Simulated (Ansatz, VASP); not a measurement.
**GaN: VASP beside Ansatz**

```
Ga N
1.0
     4.50700    0.00000    0.00000
     0.00000   -4.50700    0.00000
     0.00000    0.00000   -4.50700
Ga N
4 4
Cartesian
  0.0000 -2.2535 -2.3735
  2.2535 0.0000 -2.2535
  2.2535 -2.2535 0.0000
  0.0000 0.0000 0.0000
  3.3803 -3.3803 -3.3803
  1.1268 -1.1268 -3.3803
  1.1268 -3.3803 -1.1268
  3.3803 -1.1268 -1.1268
```

Alike in both runs: task single point; functional LDA; k mesh 6 × 6 × 6; occupations gaussian, width 0.05 eV; no spin polarisation.

|  | VASP | Ansatz |
| --- | --- | --- |
| version | VASP 6.6.1 | Ansatz 0.2.0 |
| potentials or method | VASP PAW LDA potentials, release 64 (Ga_d, N), cutoff 520 eV | scalar-relativistic, plane waves, PAW |
| valence electrons in the cell | 72 | 72 |

Ansatz gave:

| Item | Value |
| --- | --- |
| gap on the k mesh at the Fermi level (eV) | 1.64 |
| least direct gap on the mesh (eV) | 1.64 |
| pressure (GPa) | -6.0 |
| traceless stress, the component that is largest in VASP (GPa) | 1.52 |
| rms of the force components (eV/Å) | 0.493 |

Q: Estimate VASP's values.

A: gap on the k mesh at the Fermi level (eV): 1.66; least direct gap on the mesh (eV): 1.66; pressure (GPa): -5.1; traceless stress, the component that is largest in VASP (GPa): 1.60; rms of the force components (eV/Å): 0.502.

LDA's correlation is that of Perdew and Zunger in VASP and of Perdew and Wang (1992) in Ansatz. Atom by atom the forces differ by 0.010 eV/Å (rms over components).
